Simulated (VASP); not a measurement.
# Ge4P3Ru (Pm-3m) in VASP: relaxation of cell and atoms with PBE

Aim: the relaxation of cell and atoms of Ge4P3Ru with PBE.

Everything below comes from runs of VASP 6.6.1. Logs are shortened: lines on timing, memory, paths and dates and some standing lists are left out, and cuts for length are marked.

### Step 1. The cell of the first run

It takes space group Pm-3m (No. 221, cubic). Conventional cell: a = 5.155 Å, b = 5.155 Å, c = 5.155 Å, α = 90.00°, β = 90.00°, γ = 90.00°. Within 3.4 Å of Ge (site symmetry 4/mmm) lie 4 P at 2.58 Å and 2 Ru at 2.58 Å. Within 3.4 Å of Ge (site symmetry m-3m) lie 6 P at 2.58 Å. Within 3.4 Å of P (site symmetry 4/mmm) lie 6 Ge at 2.58 Å. Ru (site symmetry m-3m) has 6 Ge at 2.58 Å within 3.4 Å.

The cell was generated, and may not be a known phase.

### Step 2. Relaxation of cell and atoms, PBE

File INCAR:

```
SYSTEM = Ge4P3Ru
PREC     = Accurate       ! precision mode
ENCUT    = 600            ! plane-wave cutoff, eV
EDIFF    = 1E-6           ! SCF threshold, eV
ISMEAR   = 0              ! smearing method
SIGMA    = 0.1            ! smearing width, eV
LREAL    = .FALSE.        ! projectors in reciprocal space
LASPH    = .TRUE.         ! aspherical terms in the spheres
NELM     = 100            ! most SCF steps
ALGO     = Normal         ! electronic algorithm
ISIF     = 3              ! what is computed and relaxed
LWAVE    = .FALSE.        ! write WAVECAR
LCHARG   = .FALSE.        ! write CHGCAR
GGA      = PE             ! functional
IBRION   = 2              ! ionic algorithm
NSW      = 100            ! ionic steps
EDIFFG   = -0.01          ! ionic threshold
```

File KPOINTS:

```
Automatic mesh
0
G
  8 8 8
  0 0 0
```

File POSCAR:

```
Ge4P3Ru
1.0
    5.1550728883      0.0000000000      0.0000000000
    0.0000000000      5.1550728883      0.0000000000
    0.0000000000      0.0000000000      5.1550728883
Ge P Ru
4 3 1
Direct
    0.5000000000      0.0000000000      0.0000000000
    0.5000000000      0.5000000000      0.5000000000
    0.0000000000      0.0000000000      0.5000000000
    0.0000000000      0.5000000000      0.0000000000
    0.0000000000      0.5000000000      0.5000000000
    0.5000000000      0.5000000000      0.0000000000
    0.5000000000      0.0000000000      0.5000000000
    0.0000000000      0.0000000000      0.0000000000
```

Potentials or basis: VASP PAW PBE potentials, release 64 (Ge_d, P, Ru_pv).

The run is started by

```console
cat potpaw_PBE.64/Ge_d/POTCAR potpaw_PBE.64/P/POTCAR potpaw_PBE.64/Ru_pv/POTCAR > POTCAR
mpirun -np 1 vasp_std > vasp.out
```

OUTCAR:

```text
SYSTEM = Ge4P3Ru
   PREC = Accurate
   ENCUT = 600
   EDIFF = 1E-6
   ISMEAR = 0
   LREAL = .FALSE.
   LASPH = .TRUE.
   NELM = 100
   ISIF = 3
   GGA = PE
   IBRION = 2
   NSW = 100
   EDIFFG = -0.01

 ion  position               nearest neighbor table
   1  0.500  0.000  0.000-   6 2.58   7 2.58   8 2.58   7 2.58   6 2.58   8 2.58
   2  0.500  0.500  0.500-   5 2.58   6 2.58   7 2.58   6 2.58   7 2.58   5 2.58
   3  0.000  0.000  0.500-   5 2.58   7 2.58   8 2.58   8 2.58   5 2.58   7 2.58
   4  0.000  0.500  0.000-   5 2.58   6 2.58   8 2.58   5 2.58   8 2.58   6 2.58
   5  0.000  0.500  0.500-   2 2.58   3 2.58   4 2.58   4 2.58   3 2.58   2 2.58
   6  0.500  0.500  0.000-   1 2.58   2 2.58   4 2.58   2 2.58   1 2.58   4 2.58
   7  0.500  0.000  0.500-   1 2.58   2 2.58   3 2.58   1 2.58   2 2.58   3 2.58
   8  0.000  0.000  0.000-   1 2.58   3 2.58   4 2.58   3 2.58   4 2.58   1 2.58

  LATTYP: Found a simple cubic cell.
 ALAT       =     5.1550728883

  Lattice vectors:

 A1 = (   5.1550728883,   0.0000000000,   0.0000000000)
 A2 = (   0.0000000000,   5.1550728883,   0.0000000000)
 A3 = (   0.0000000000,   0.0000000000,   5.1550728883)

Analysis of symmetry for initial positions (statically):
=====================================================================
 Subroutine PRICEL returns:
 Original cell was already a primitive cell.

 Routine SETGRP: Setting up the symmetry group for a
 simple cubic supercell.

 Subroutine GETGRP returns: Found 48 space group operations
 (whereof 48 operations were pure point group operations)
 out of a pool of 48 trial point group operations.

The static configuration has the point symmetry O_h .

Analysis of symmetry for dynamics (positions and initial velocities):
=====================================================================
 Subroutine PRICEL returns:
 Original cell was already a primitive cell.

 Routine SETGRP: Setting up the symmetry group for a
 simple cubic supercell.

 Subroutine GETGRP returns: Found 48 space group operations
 (whereof 48 operations were pure point group operations)
 out of a pool of 48 trial point group operations.

The dynamic configuration has the point symmetry O_h .

 Subroutine INISYM returns: Found 48 space group operations
 (whereof 48 operations are pure point group operations),
 and found     1 'primitive' translations

----------------------------------------------------------------------------------------

                                     Primitive cell

  volume of cell :     136.9949

  direct lattice vectors                    reciprocal lattice vectors
     5.155072888  0.000000000  0.000000000     0.193983678  0.000000000  0.000000000
     0.000000000  5.155072888  0.000000000     0.000000000  0.193983678  0.000000000
     0.000000000  0.000000000  5.155072888     0.000000000  0.000000000  0.193983678

  length of vectors
     5.155072888  5.155072888  5.155072888     0.193983678  0.193983678  0.193983678

  position of ions in fractional coordinates (direct lattice)
     0.500000000  0.000000000  0.000000000
     0.500000000  0.500000000  0.500000000
     0.000000000  0.000000000  0.500000000
     0.000000000  0.500000000  0.000000000
     0.000000000  0.500000000  0.500000000
     0.500000000  0.500000000  0.000000000
     0.500000000  0.000000000  0.500000000
     0.000000000  0.000000000  0.000000000

  ion indices of the primitive-cell ions
   primitive index   ion index
                 1           1
                 2           2
                 3           3
                 4           4
[... 92 lines left out ...]
   EFERMI_NEDOS =   21; number of points for ismear=-14 and -15
   IALGO  =     38    algorithm
   IMIX   =      4    mixing-type and parameters
     AMIX     =   0.40;   BMIX     =  1.00
     AMIX_MAG =   1.60;   BMIX_MAG =  1.00
  volume/ion in A,a.u.               =      17.12       115.56
  Fermi-wavevector in a.u.,A,eV,Ry     =   1.396303  2.638630 26.526762  1.949662
  Thomas-Fermi vector in A             =   2.519670
   LORBIT       =      0    0 simple, 1 ext, 2 COOP (PROOUT), +10 PAW based schemes
   GGA     = PE    functional components
   LHFCALC =     F    Hartree Fock is set to
   AEXX    =    0.0000 exact exchange contribution
   IVDW    =     0    specifies the selected vdW correction
   LEPSILON=     F    determine dielectric tensor
   LRPA    =     F    only Hartree local field effects (RPA)
 conjugate gradient relaxation of ions
 non-spin polarized calculation
 Gauss-broadening in eV      SIGMA  =   0.10
  energy-cutoff  :      600.00
  volume of cell :      136.99
 maximum number of plane-waves:      4632
 NGX is ok and might be reduce to    42
   NGX = 21   NGY = 21   NGZ = 21

--------------------------------------- Ionic step        1  -------------------------------------------

 number of electron      85.0000045 magnetization

 Free energy of the ion-electron system (eV)
  ---------------------------------------------------
  ext. energy  EPLUGINS =         0.00000000
  ---------------------------------------------------
  free energy    TOTEN  =       -41.06692790 eV

  energy without entropy =      -41.03502545  energy(sigma->0) =      -41.05097668

------------------------ aborting loop because EDIFF is reached ----------------------------------------

  FORCE on cell =-STRESS in cart. coord.  units (eV):
  Direction    XX          YY          ZZ          XY          YZ          ZX
  --------------------------------------------------------------------------------------
  -------------------------------------------------------------------------------------
  Total       -0.0895009     -0.0895009     -0.0895009      0.0000000      0.0000000      0.0000000
  in kB       -1.0467277     -1.0467277     -1.0467277      0.0000000      0.0000000      0.0000000
  external PRESSURE =      -1.0467277 kB  Pullay stress =       0.0000000 kB

 VOLUME and BASIS-vectors are now :
 -----------------------------------------------------------------------------
  energy-cutoff  :      600.00
  volume of cell :      136.99
      direct lattice vectors                 reciprocal lattice vectors
     5.155072888  0.000000000  0.000000000     0.193983678  0.000000000  0.000000000
     0.000000000  5.155072888  0.000000000     0.000000000  0.193983678  0.000000000
     0.000000000  0.000000000  5.155072888     0.000000000  0.000000000  0.193983678

 POSITION                                       TOTAL-FORCE (eV/Angst)
 -----------------------------------------------------------------------------------
      2.57754      0.00000      0.00000         0.000000      0.000000      0.000000
      2.57754      2.57754      2.57754         0.000000      0.000000      0.000000
      0.00000      0.00000      2.57754         0.000000      0.000000      0.000000
      0.00000      2.57754      0.00000         0.000000      0.000000      0.000000
      0.00000      2.57754      2.57754         0.000000      0.000000      0.000000
      2.57754      2.57754      0.00000         0.000000      0.000000      0.000000
      2.57754      0.00000      2.57754         0.000000      0.000000      0.000000
      0.00000      0.00000      0.00000         0.000000      0.000000      0.000000
 -----------------------------------------------------------------------------------
    total drift:                                0.000000      0.000000     -0.000000

  FREE ENERGIE OF THE ION-ELECTRON SYSTEM (eV)
  ---------------------------------------------------
  free  energy   TOTEN  =       -41.0669279042 eV

  energy  without entropy=      -41.0350254542  energy(sigma->0) =      -41.05097668

--------------------------------------- Ionic step        2  -------------------------------------------

 number of electron      85.0000049 magnetization

 Free energy of the ion-electron system (eV)
  ---------------------------------------------------
  ext. energy  EPLUGINS =         0.00000000
  ---------------------------------------------------
  free energy    TOTEN  =       -41.06703330 eV

  energy without entropy =      -41.03518065  energy(sigma->0) =      -41.05110698

 E-fermi :   7.4906     XC(G=0): -11.3795

 val. band max:        7.4881685155   @ k =   0.3750   0.1250   0.0000
 cond. band min:       7.5089997748   @ k =   0.5000   0.1250   0.1250
 fundamental gap:      0.0208312593
 Fermi energy:         7.4905820233

 k-point     1 :       0.0000    0.0000    0.0000
  band No.  band energies     occupation
      1     -34.0890      2.00000
      2     -34.0890      2.00000
      3     -34.0890      2.00000
      4     -17.2024      2.00000
      5     -17.2024      2.00000
      6     -17.1763      2.00000
[... 1285 lines left out ...]
     50      10.9086      0.00000
     51      11.3576      0.00000

 [... further k-points ...]

------------------------ aborting loop because EDIFF is reached ----------------------------------------

  FORCE on cell =-STRESS in cart. coord.  units (eV):
  Direction    XX          YY          ZZ          XY          YZ          ZX
  --------------------------------------------------------------------------------------
  -------------------------------------------------------------------------------------
  Total       -0.0283743     -0.0283743     -0.0283743     -0.0000000     -0.0000000      0.0000000
  in kB       -0.3323798     -0.3323798     -0.3323798     -0.0000000     -0.0000000      0.0000000
  external PRESSURE =      -0.3323798 kB  Pullay stress =       0.0000000 kB

 VOLUME and BASIS-vectors are now :
 -----------------------------------------------------------------------------
  energy-cutoff  :      600.00
  volume of cell :      136.77
      direct lattice vectors                 reciprocal lattice vectors
     5.152290591  0.000000000  0.000000000     0.194088432 -0.000000000  0.000000000
     0.000000000  5.152290591  0.000000000    -0.000000000  0.194088432 -0.000000000
    -0.000000000  0.000000000  5.152290591    -0.000000000 -0.000000000  0.194088432

 POSITION                                       TOTAL-FORCE (eV/Angst)
 -----------------------------------------------------------------------------------
      2.57615      0.00000      0.00000        -0.000000     -0.000000      0.000000
      2.57615      2.57615      2.57615         0.000000      0.000000      0.000000
     -0.00000      0.00000      2.57615        -0.000000      0.000000      0.000000
      0.00000      2.57615      0.00000         0.000000     -0.000000      0.000000
      0.00000      2.57615      2.57615        -0.000000     -0.000000      0.000000
      2.57615      2.57615      0.00000        -0.000000     -0.000000      0.000000
      2.57615      0.00000      2.57615        -0.000000     -0.000000      0.000000
      0.00000      0.00000      0.00000        -0.000000     -0.000000      0.000000
 -----------------------------------------------------------------------------------
    total drift:                                0.000000      0.000000     -0.000000

  FREE ENERGIE OF THE ION-ELECTRON SYSTEM (eV)
  ---------------------------------------------------
  free  energy   TOTEN  =       -41.0670333046 eV

  energy  without entropy=      -41.0351806489  energy(sigma->0) =      -41.05110698

 reached required accuracy - stopping structural energy minimisation
```

Run time: 7.7 min. Hardware: 1 thread of Intel Xeon Platinum 8488C (Sapphire Rapids), shared host; peak memory 0.42 GiB.

What came out:

```yaml
Free_energy: -41.0670 eV
Relaxed_volume: 17.10 Å³/atom
Relaxed_cell: a = 5.152 Å, b = 5.152 Å, c = 5.152 Å, α = 90.00°, β = 90.00°, γ = 90.00°
Space_group_after_relaxing_to_0.1_Å: Pm-3m (No. 221)
Energy_gained_by_relaxing: 0.0 meV/atom
Ionic_steps: 2
Pressure_after_relaxing: 0.0 GPa
Band_gap_on_the_k_mesh: zero (an odd number of electrons rules out a gap without spin polarisation)
```

The path:
```csv
step,energy change (eV),largest force (eV/Å),pressure (GPa),volume (Å³)
1,0.0000,0.0000,-0.10,136.99
2,-0.0001,0.0000,-0.03,136.77
```

Final structure:
```yaml
crystal:
  lattice:
    - [5.15229, 0.00000, 0.00000]
    - [0.00000, 5.15229, 0.00000]
    - [0.00000, 0.00000, 5.15229]
  atoms:
    - { symbol: Ge, position: [0.50000, 0.00000, 0.00000] }
    - { symbol: Ge, position: [0.50000, 0.50000, 0.50000] }
    - { symbol: Ge, position: [0.00000, 0.00000, 0.50000] }
    - { symbol: Ge, position: [0.00000, 0.50000, 0.00000] }
    - { symbol: P, position: [0.00000, 0.50000, 0.50000] }
    - { symbol: P, position: [0.50000, 0.50000, 0.00000] }
    - { symbol: P, position: [0.50000, 0.00000, 0.50000] }
    - { symbol: Ru, position: [0.00000, 0.00000, 0.00000] }
```

Caveat: an odd number of electrons without spin polarisation forces a metal; a magnetic or distorted state may lie lower.

The gap in the log of VASP goes by the Fermi energy; the results here count the filled bands.